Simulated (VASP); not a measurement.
Crystal: GeW.

```
Ge W
1.0
    -2.62655    2.62655    1.39202
     2.62655   -2.62655    1.39202
     2.62655    2.62655   -1.39202
Ge W
1 1
Direct
  0.00000 0.00000 0.00000
  0.25000 0.75000 0.50000
```

The cell was built from a structure type or drawn by symmetry, and may not be a known phase.

```yaml
Program: VASP 6.6.1
Task: relaxation of cell and atoms
Functional: PBE
Potentials_or_basis: VASP PAW PBE potentials, release 64 (Ge_d, W_sv)
Cutoff: 500 eV
k_mesh: 8 × 8 × 8
Occupations: gaussian, width 0.2 eV
Spin: no spin polarisation
```

At the start: pressure -13.7 GPa; volume 19.21 Å³/atom.

Problem. Where does the relaxation end?

Solution. Over 6 steps the energy falls by 98.0 meV/atom and the volume is 17.16 Å³/atom (-10.7 %); space group I-4m2 (No. 119, to 0.1 Å) before and after.

Step by step:
| step | energy change (eV) | largest force (eV/Å) | pressure (GPa) | volume (Å³) |
| --- | --- | --- | --- | --- |
| 1 | 0.0000 | 0.0000 | -13.67 | 38.41 |
| 2 | 0.1717 | 0.0000 | 30.16 | 30.00 |
| 3 | -0.1907 | 0.0000 | -0.38 | 34.53 |
| 4 | -0.1909 | 0.0000 | 0.11 | 34.43 |
| 5 | -0.1909 | 0.0000 | 0.46 | 34.35 |
| 6 | -0.1960 | 0.0000 | 0.39 | 34.32 |

Final structure:
```yaml
crystal:
  lattice:
    - [-2.50782, 2.50782, 1.36422]
    - [2.50782, -2.50782, 1.36422]
    - [2.50782, 2.50782, -1.36422]
  atoms:
    - { symbol: Ge, position: [0.00000, 0.00000, 0.00000] }
    - { symbol: W, position: [0.25000, 0.75000, 0.50000] }
```
